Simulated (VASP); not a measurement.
## P: single point with PBE0

Crystal: P.

```
CELL_PARAMETERS angstrom
1.64774 -5.46504 0.00000
1.64774 5.46504 0.00000
0.00000 0.00000 4.54364
ATOMIC_POSITIONS crystal
P 0.90414 0.09586 0.58882
P 0.09586 0.90414 0.41118
P 0.59586 0.40414 0.08882
P 0.40414 0.59586 0.91118
```

```yaml
Program: VASP 6.6.1
Task: single point
Functional: PBE0
Potentials_or_basis: VASP PAW PBE potentials, release 64 (P)
Cutoff: 520 eV
k_mesh: 4 × 4 × 3
Occupations: fermi-dirac, width 0.05 eV
Spin: no spin polarisation
Dipole_correction: no
Grid_for_exact_exchange_PRECFOCK: Normal
Further_INCAR_settings: ALGO = Normal; EDIFF = 1e-06; NBANDS = 18
Share_of_exact_exchange: 0.25
```

- Pressure: -0.8 GPa
- Largest force: 0.211 eV/Å
- Band gap on the k mesh: 1.41 eV

Forces in eV/Å, atoms in the order of the input:
```
P    0.000 -0.208 -0.032
P    0.000  0.208  0.032
P    0.000  0.208 -0.032
P    0.000 -0.208  0.032
```

Stress tensor (GPa, compression positive):
```
 0.42  0.00  0.00
 0.00 -1.47  0.00
 0.00  0.00 -1.27
```

Levels at points of the mesh, in eV from the valence-band top:
```
           k point  band 7  band 8  band 9  band 10  band 11  band 12  band 13  band 14
(0.00, 0.00, 0.00)   -4.52   -3.09   -2.86    -1.39     1.90     2.46     3.47     4.46
(0.50, 0.00, 0.00)   -3.81   -3.81   -2.92    -2.92     2.04     2.04     2.83     2.83
(0.50, 0.50, 0.00)   -4.62   -2.69   -1.77     0.00     1.41     2.19     3.72     4.33
```

Run time: 22 min on 1 thread of Intel(R) Xeon(R) Platinum 8259CL CPU @ 2.50GHz (Skylake/Cascade Lake), with other jobs on the host, peak memory 0.25 GiB.

Caveat: the k points lie up to 0.50 Å⁻¹ apart; the PAW data sets were made with another functional, which shifts forces and pressure a little. A k mesh can miss the band edges.
